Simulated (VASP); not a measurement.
Ge, 2 atoms in the cell. Symmetry: I4_1/amd, No. 141, tetragonal system. The conventional cell has a = 3.800 Å, b = 3.800 Å, c = 5.516 Å, α = 90.00°, β = 90.00°, γ = 90.00°. Ge (site symmetry -4m2) has 4 Ge at 2.35 Å within 3.1 Å.  This cell differs from its parent crystal: strain -0.050 along x and y, -0.025 along z.

```yaml
Program: VASP 6.6.1
Task: single point
Functional: PBEsol
Potentials_or_basis: VASP PAW PBE potentials, release 64 (Ge_d)
Cutoff: 520 eV
k_mesh: 14 × 14 × 14
Occupations: gaussian, width 0.15 eV
Spin: no spin polarisation
Dipole_correction: no
Further_INCAR_settings: ALGO = Normal; EDIFF = 1e-06; NBANDS = 21
```

Potentials or basis: VASP PAW PBE potentials, release 64 (Ge_d).

Run with:

```console
$ cat potpaw_PBE.64/Ge_d/POTCAR > POTCAR
$ mpirun -np 1 vasp_std > vasp.out
```

Hardware: 1 thread of Intel(R) Xeon(R) Platinum 8488C (Sapphire Rapids), on a shared host.

Q: How long does it take, and how much memory?

A: Wall time 99 s on 1 thread of Intel(R) Xeon(R) Platinum 8488C (Sapphire Rapids) (shared host), peak memory 0.27 GiB. Counts: scf iterations 12, k points 244.
